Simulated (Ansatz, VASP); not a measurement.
**Two plane-wave programs on NbAs**

INCAR

```
PREC     = Accurate       # precision mode
ENCUT    = 520            # plane-wave cutoff, eV
EDIFF    = 1E-6           # SCF threshold, eV
ISMEAR   = 0              # smearing method
SIGMA    = 0.05           # smearing width, eV
LREAL    = F              # projectors in reciprocal space
LASPH    = T              # aspherical terms in the spheres
NELM     = 100            # most SCF steps
ALGO     = Normal         # electronic algorithm
ISIF     = 2              # what is computed and relaxed
LWAVE    = F              # write WAVECAR
LCHARG   = T              # write CHGCAR
GGA      = PE             # functional
LELF     = T              # ELF
LVHAR    = T            
NBANDS   = 16             # bands
```

File KPOINTS:

```
Automatic mesh
0
Gamma
  12 12 12
```

File POSCAR:

```
NbAs
1.0
    0.0131888483      2.6377696511      2.6377696511
    2.6509584994      0.0000000000      2.6509584994
    2.6377696511      2.6377696511      0.0131888483
Nb As
1 1
Direct
    0.5000000000      0.5000000000      0.5000000000
    0.0000000000      0.0000000000      0.0000000000
```

Input for Ansatz:

```yaml
crystal:
  lattice:
    - [0.0131888483, 2.6377696511, 2.6377696511]
    - [2.6509584994, 0.0, 2.6509584994]
    - [2.6377696511, 2.6377696511, 0.0131888483]
  atoms:
    - { symbol: Nb, position: [0.5, 0.5, 0.5] }
    - { symbol: As, position: [0.0, 0.0, 0.0] }
basis:
  ecutwfc: 420
  ecutrho_ratio: 4
kpoints:
  mp_grid: { grid: [12, 12, 12] }
hamiltonian:
  xc: pbe
scf:
  occupations: { method: gaussian, width: 0.05 }
output:
  forces: true
  stress: true
  eigenvalues: true
```

Change from the starting cell: strain e5 = +0.01, atoms carried along.

Alike in both runs: task single point; functional PBE; k mesh 12 × 12 × 12; occupations gaussian, width 0.05 eV; no spin polarisation.

```csv
,VASP,Ansatz
version,VASP 6.6.1,Ansatz 0.2.0
potentials or method,"VASP PAW PBE potentials, release 64 (Nb_sv, As), cutoff 520 eV","scalar-relativistic, plane waves, PAW"
valence electrons in the cell,18,28
```

```csv
,VASP,Ansatz,Ansatz less VASP
gap on the k mesh at the Fermi level (eV),none,none,-
pressure (GPa),-0.1,-0.1,-0.03
"traceless stress, the component that is largest in VASP (GPa)",-0.08,-0.09,-0.001
```

A gap of «none» marks a metal or a gap that the smearing closes. VASP's potentials hold 18 valence electrons a cell and Ansatz's 28, so a difference there can come from the potentials and not from the codes.
